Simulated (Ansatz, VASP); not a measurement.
**One calculation of Al, two programs**

INCAR

```
SYSTEM = Al
  ALGO = Fast
  EDIFF = 1E-7
  ENCUT = 520
  GGA = PE
  ISIF = 2
  ISMEAR = 0
  LASPH = .TRUE.
  LCHARG = .TRUE.
  LELF = .TRUE.
  LREAL = .FALSE.
  LVHAR = .TRUE.
  LWAVE = .FALSE.
  NBANDS = 8
  NELM = 80
  PREC = Accurate
  SIGMA = 0.15
```

KPOINTS

```
k-points
0
G
  20 20 20
  0 0 0
```

Contents of POSCAR:

```
Al
1.0
    0.0000000000      2.1049392000      2.1049392000
    2.1049392000      0.0000000000      2.1049392000
    2.1049392000      2.1049392000      0.0000000000
Al
1
Direct
    0.0000000000      0.0000000000      0.0000000000
```

Input for Ansatz:

```yaml
crystal:
  lattice:
    - [0.0, 2.1049392, 2.1049392]
    - [2.1049392, 0.0, 2.1049392]
    - [2.1049392, 2.1049392, 0.0]
  atoms:
    - { symbol: Al, position: [0.0, 0.0, 0.0] }
basis:
  ecutwfc: 420
kpoints:
  mp_grid: { grid: [20, 20, 20] }
hamiltonian:
  xc: pbe
scf:
  occupations: { method: gaussian, width: 0.15 }
output:
  forces: true
  stress: true
  eigenvalues: true
```

Change from the starting cell: strain +0.040 along x and y, +0.040 along z, atoms carried along.

Alike in both runs: task single point; functional PBE; k mesh 20 × 20 × 20; occupations gaussian, width 0.15 eV; no spin polarisation.

```csv
,VASP,Ansatz
version,VASP 6.6.1,Ansatz 0.2.0
potentials or method,"VASP PAW PBE potentials, release 64 (Al), cutoff 520 eV","scalar-relativistic, plane waves, PAW"
valence electrons in the cell,3,3
```

|  | VASP | Ansatz | Ansatz less VASP |
| --- | --- | --- | --- |
| gap on the k mesh at the Fermi level (eV) | none | none | - |
| pressure (GPa) | -7.1 | -7.1 | +0.02 |

A gap of «none» marks a metal or a gap that the smearing closes. With one functional, cell and mesh, what is left measures potentials, basis and numerics.
